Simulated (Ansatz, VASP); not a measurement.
SiC: VASP beside Ansatz

Contents of POSCAR:

```
SiC
1.0
    3.2006617083      0.0000000000      0.0000000000
   -1.6003308541      2.7718543483      0.0000000000
    0.0000000000      0.0000000000     10.0767691420
Si C
4 4
Direct
    0.6666666667      0.3333333333      0.9378376197
    0.3333333333      0.6666666667      0.4378376197
    0.0000000000      0.0000000000      0.6878931817
    0.0000000000      0.0000000000      0.1878931817
    0.6666666667      0.3333333333      0.7498040034
    0.3333333333      0.6666666667      0.2498040034
    0.0000000000      0.0000000000      0.5004641952
    0.0000000000      0.0000000000      0.0004641952
```

File INCAR.step1:

```
SYSTEM = SiC
  ALGO = Normal
  EDIFF = 1E-4
  ENCUT = 520
  GGA = PE
  ISMEAR = 0
  LASPH = .True.
  LCHARG = .False.
  LREAL = .False.
  LWAVE = .True.
  NBANDS = 26
  NELM = 80
  PREC = Accurate
  SIGMA = 0.05
```

Contents of INCAR.step2:

```
SYSTEM = SiC
  ALGO = Normal
  EDIFF = 1E-7
  ENCUT = 520
  ISIF = 2
  ISMEAR = 0
  ISTART = 1
  LASPH = .True.
  LCHARG = .True.
  LELF = .True.
  LMIXTAU = .True.
  LREAL = .False.
  LVHAR = .True.
  LWAVE = .False.
  METAGGA = R2SCAN
  NBANDS = 26
  NELM = 80
  PREC = Accurate
  SIGMA = 0.05
```

The input KPOINTS:

```
k-points
0
Gamma
  12 12 4
  0 0 0
```

Input for Ansatz:

```yaml
crystal:
  lattice:
    - [3.2006617083, 0.0, 0.0]
    - [-1.6003308541, 2.7718543483, 0.0]
    - [0.0, 0.0, 10.076769142]
  atoms:
    - { symbol: Si, position: [0.6666666667, 0.3333333333, 0.9378376197] }
    - { symbol: Si, position: [0.3333333333, 0.6666666667, 0.4378376197] }
    - { symbol: Si, position: [0.0, 0.0, 0.6878931817] }
    - { symbol: Si, position: [0.0, 0.0, 0.1878931817] }
    - { symbol: C, position: [0.6666666667, 0.3333333333, 0.7498040034] }
    - { symbol: C, position: [0.3333333333, 0.6666666667, 0.2498040034] }
    - { symbol: C, position: [0.0, 0.0, 0.5004641952] }
    - { symbol: C, position: [0.0, 0.0, 0.0004641952] }
basis:
  ecutwfc: 500
kpoints:
  mp_grid: { grid: [12, 12, 4] }
hamiltonian:
  xc: r2scan
scf:
  occupations: { method: gaussian, width: 0.05 }
output:
  forces: true
  stress: true
  eigenvalues: true
```

Change from the starting cell: strain +0.040 along x and y, +0.000 along z, atoms carried along.

Alike in both runs: task single point; functional r2SCAN; k mesh 12 × 12 × 4; occupations gaussian, width 0.05 eV; no spin polarisation.

|  | VASP | Ansatz |
| --- | --- | --- |
| version | VASP 6.6.1 | Ansatz 0.2.0 |
| potentials or method | VASP PAW PBE potentials, release 64 (Si, C), cutoff 520 eV | scalar-relativistic, plane waves, PAW |
| valence electrons in the cell | 32 | 32 |

Ansatz gave:

```
gap on the k mesh at the Fermi level (eV)                     : 2.43
least direct gap on the mesh (eV)                             : 3.56
pressure (GPa)                                                : -15.0
traceless stress, the component that is largest in VASP (GPa) : 12.71
rms of the force components (eV/Å)                            : 0.147
```

**Question.** What did VASP give for the same quantities?

**Answer.** gap on the k mesh at the Fermi level (eV): 2.44; least direct gap on the mesh (eV): 3.57; pressure (GPa): -15.1; traceless stress, the component that is largest in VASP (GPa): 12.77; rms of the force components (eV/Å): 0.146.

VASP's potentials were made for PBE, not for r2SCAN. Atom by atom the forces differ by 0.001 eV/Å (rms over components). The functional is the same, so the differences come from potentials, cutoffs and numerics.
